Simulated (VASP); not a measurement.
# BAs (I-4m2) in VASP: single point with LDA

Aim: the single point of BAs with LDA.

Program: VASP 6.6.1. These are calculated values, not measurements. Logs are shortened: lines on timing, memory, paths and dates and some standing lists are left out, and cuts for length are marked.

## Step 1: The cell of the first run

It takes space group I-4m2 (No. 119, tetragonal). The conventional cell has a = 3.243 Å, b = 3.243 Å, c = 4.777 Å, α = 90.00°, β = 90.00°, γ = 90.00°. B (site symmetry -4m2) has 4 As at 2.01 Å within 2.7 Å. Within 2.7 Å of As (site symmetry -4m2) lie 4 B at 2.01 Å.

## Step 2: Single point, LDA (strain -0.040 along x and y, +0.000 along z)

INCAR reads:

```
  PREC = Accurate
  ENCUT = 600
  EDIFF = 1E-6
  ISMEAR = 0
  SIGMA = 0.05
  LREAL = False
  LASPH = True
  NELM = 120
  ALGO = Normal
  ISIF = 2
  LWAVE = False
  LCHARG = False
  GGA = CA
  NBANDS = 16
  GGA_COMPAT = False
```

KPOINTS reads:

```
Automatic mesh
0
Gamma
  10 10 10
```

POSCAR reads:

```
BAs
1.0
    0.0000000000      2.2929600000      2.3885000000
    2.2929600000      0.0000000000      2.3885000000
    2.2929600000      2.2929600000      0.0000000000
B As
1 1
Direct
    0.0000000000      0.0000000000      0.0000000000
    0.7500000000      0.7500000000      0.7500000000
```

Potentials or basis: VASP PAW LDA potentials, release 64 (B, As_d).

On the command line:

```sh
$ cat potpaw_LDA.64/B/POTCAR potpaw_LDA.64/As_d/POTCAR > POTCAR
$ mpirun -np 1 vasp_std > vasp.out
```

OUTCAR:

```text
PREC = Accurate
   ENCUT = 600
   EDIFF = 1E-6
   ISMEAR = 0
   LREAL = False
   LASPH = True
   NELM = 120
   ISIF = 2
   GGA = CA

 ion  position               nearest neighbor table
   1  0.000  0.000  0.000-   2 2.01   2 2.01   2 2.01   2 2.01
   2  0.750  0.750  0.750-   1 2.01   1 2.01   1 2.01   1 2.01

  LATTYP: Found a body centered tetragonal cell.
 ALAT       =     3.2427351300
 C/A-ratio  =     1.4731391275

  Lattice vectors:

 A1 = (  -2.2929600000,   0.0000000000,   2.3885000000)
 A2 = (   2.2929600000,   0.0000000000,   2.3885000000)
 A3 = (   0.0000000000,   2.2929600000,  -2.3885000000)

Analysis of symmetry for initial positions (statically):
=====================================================================
 Subroutine PRICEL returns:
 Original cell was already a primitive cell.

 Routine SETGRP: Setting up the symmetry group for a
 body centered tetragonal supercell.

 Subroutine GETGRP returns: Found  8 space group operations
 (whereof  8 operations were pure point group operations)
 out of a pool of 16 trial point group operations.

The static configuration has the point symmetry D_2d.

Analysis of symmetry for dynamics (positions and initial velocities):
=====================================================================
 Subroutine PRICEL returns:
 Original cell was already a primitive cell.

 Routine SETGRP: Setting up the symmetry group for a
 body centered tetragonal supercell.

 Subroutine GETGRP returns: Found  8 space group operations
 (whereof  8 operations were pure point group operations)
 out of a pool of 16 trial point group operations.

The dynamic configuration has the point symmetry D_2d.

 Subroutine INISYM returns: Found  8 space group operations
 (whereof  8 operations are pure point group operations),
 and found     1 'primitive' translations

----------------------------------------------------------------------------------------

                                     Primitive cell

  volume of cell :      25.1159

  direct lattice vectors                    reciprocal lattice vectors
     0.000000000  2.292960000  2.388500000    -0.218058754  0.218058754  0.209336404
     2.292960000  0.000000000  2.388500000     0.218058754 -0.218058754  0.209336404
[... 75 lines left out ...]
 SYSTEM =  unknown system
   PREC   = accura    normal or accurate (medium, high low for compatibility)
   ISTART =      0    job   : 0-new  1-cont  2-samecut
   ICHARG =      2    charge: 1-file 2-atom 10-const
   ISPIN  =      1    spin polarized calculation?
   LNONCOLLINEAR =      F non collinear calculations
   LSORBIT =      F    spin-orbit coupling
   LASPH  =      T    aspherical Exc in radial PAW
   ENCUT  =  600.0 eV  44.10 Ry    6.64 a.u.   6.61  6.61  6.48*2*pi/ulx,y,z
   NELM   =    120;   NELMIN=  2; NELMDL= -5     # of ELM steps
   EDIFF  = 0.1E-05   stopping-criterion for ELM
   LREAL  =      F    real-space projection
   EDIFFG = 0.1E-04   stopping-criterion for IOM
   NSW    =      0    number of steps for IOM
   IBRION =     -1    ionic relax: 0-MD 1-quasi-New 2-CG
   NFREE  =      0    steps in history (QN), initial steepest desc. (CG)
   ISIF   =      2    stress and relaxation
   ISYM   =      2    0-nonsym 1-usesym 2-fastsym
   POTIM  = 0.5000    time-step for ionic-motion
   TEBEG  =    0.0;   TEEND  =   0.0 temperature during run
   PSTRESS=    0.0 pullay stress
   NELECT =      18.0000    total number of electrons
   NUPDOWN=      -1.0000    fix difference up-down
   EMIN   =  10.00;   EMAX   =-10.00  energy-range for DOS
   EFERMI =   0.00;   METHOD = LEGACY
   ISMEAR =     0;   SIGMA  =   0.05  broadening in eV -4-tet -1-fermi 0-gaus
   EFERMI_NEDOS =   21; number of points for ismear=-14 and -15
   IALGO  =     38    algorithm
   IMIX   =      4    mixing-type and parameters
     AMIX     =   0.40;   BMIX     =  1.00
     AMIX_MAG =   1.60;   BMIX_MAG =  1.00
  volume/ion in A,a.u.               =      12.56        84.75
  Fermi-wavevector in a.u.,A,eV,Ry     =   1.465040  2.768525 29.202774  2.146343
  Thomas-Fermi vector in A             =   2.580945
   LORBIT       =      0    0 simple, 1 ext, 2 COOP (PROOUT), +10 PAW based schemes
   GGA     = CA    functional components
   LHFCALC =     F    Hartree Fock is set to
   AEXX    =    0.0000 exact exchange contribution
   IVDW    =     0    specifies the selected vdW correction
   LEPSILON=     F    determine dielectric tensor
   LRPA    =     F    only Hartree local field effects (RPA)
 non-spin polarized calculation
 Gauss-broadening in eV      SIGMA  =   0.05
  energy-cutoff  :      600.00
  volume of cell :       25.12
 maximum number of plane-waves:       869
   NGX = 13   NGY = 13   NGZ = 13

 number of electron      17.9999996 magnetization

 Free energy of the ion-electron system (eV)
  ---------------------------------------------------
  ext. energy  EPLUGINS =         0.00000000
  ---------------------------------------------------
  free energy    TOTEN  =       -12.88295250 eV

  energy without entropy =      -12.88295250  energy(sigma->0) =      -12.88295250

 E-fermi :   5.9842     XC(G=0): -11.8360

 val. band max:        5.7907995761   @ k =   0.0000   0.0000   0.0000
 cond. band min:       6.5191252634   @ k =   0.4000   0.0000   0.4000
 fundamental gap:      0.7283256873
 Fermi energy:         5.9841798484

 k-point     1 :       0.0000    0.0000    0.0000
  band No.  band energies     occupation
      1     -30.3509      2.00000
      2     -30.3440      2.00000
      3     -30.3440      2.00000
      4     -30.3156      2.00000
      5     -30.3122      2.00000
      6     -10.4958      2.00000
[... 433 lines left out ...]
      3     -30.3282      2.00000
      4     -30.3169      2.00000
      5     -30.3105      2.00000
      6      -7.7803      2.00000
[... 8 lines left out ...]
     15      22.1575      0.00000
     16      22.6765      0.00000

 [... further k-points ...]
[... 5 lines left out ...]
  --------------------------------------------------------------------------------------
  -------------------------------------------------------------------------------------
  Total        2.0433508      2.0433508      0.5235060      0.0000000     -0.0000000     -0.0000000
  in kB      130.3482863    130.3482863     33.3952010      0.0000000     -0.0000000     -0.0000000
  external PRESSURE =      98.0305912 kB  Pullay stress =       0.0000000 kB

 VOLUME and BASIS-vectors are now :
 -----------------------------------------------------------------------------
  energy-cutoff  :      600.00
  volume of cell :       25.12
      direct lattice vectors                 reciprocal lattice vectors
     0.000000000  2.292960000  2.388500000    -0.218058754  0.218058754  0.209336404
     2.292960000  0.000000000  2.388500000     0.218058754 -0.218058754  0.209336404
     2.292960000  2.292960000  0.000000000     0.218058754  0.218058754 -0.209336404

 POSITION                                       TOTAL-FORCE (eV/Angst)
 -----------------------------------------------------------------------------------
      0.00000      0.00000      0.00000        -0.000000     -0.000000     -0.000000
      3.43944      3.43944      3.58275         0.000000      0.000000      0.000000
 -----------------------------------------------------------------------------------
    total drift:                                0.000000      0.000000     -0.000001

  FREE ENERGIE OF THE ION-ELECTRON SYSTEM (eV)
  ---------------------------------------------------
  free  energy   TOTEN  =       -12.8829524986 eV

  energy  without entropy=      -12.8829524985  energy(sigma->0) =      -12.88295250
```

stdout:

```text
POSCAR found type information on POSCAR B As
 POSCAR found :  2 types and       2 ions
 scaLAPACK will be used
 LDA part: xc-table for (Slater(with rela. corr.)+CA(PZ))
 , standard interpolation
 POSCAR, INCAR and KPOINTS ok, starting setup
 FFT: planning ... GRIDC
 FFT: planning ... GRID_SOFT
 FFT: planning ... GRID
 WAVECAR not read
 entering main loop
```

It took 19 s on 1 thread of Intel Xeon 6975P-C (Granite Rapids), shared host; peak memory 0.17 GiB.

What came out:

```
Free energy            : -12.8830 eV
Pressure               : 9.8 GPa
Band gap on the k mesh : 0.73 eV (least direct gap 3.14 eV)
```

Stress tensor (GPa, compression positive):
```
13.03  0.00  0.00
 0.00 13.03  0.00
 0.00  0.00  3.34
```

Caveat: the cell differs from its parent crystal (strain -0.040 along x and y, +0.000 along z); the stress differs along the axes, from 3 to 13 GPa; semilocal functionals underestimate gaps, and a narrow one can read as zero.
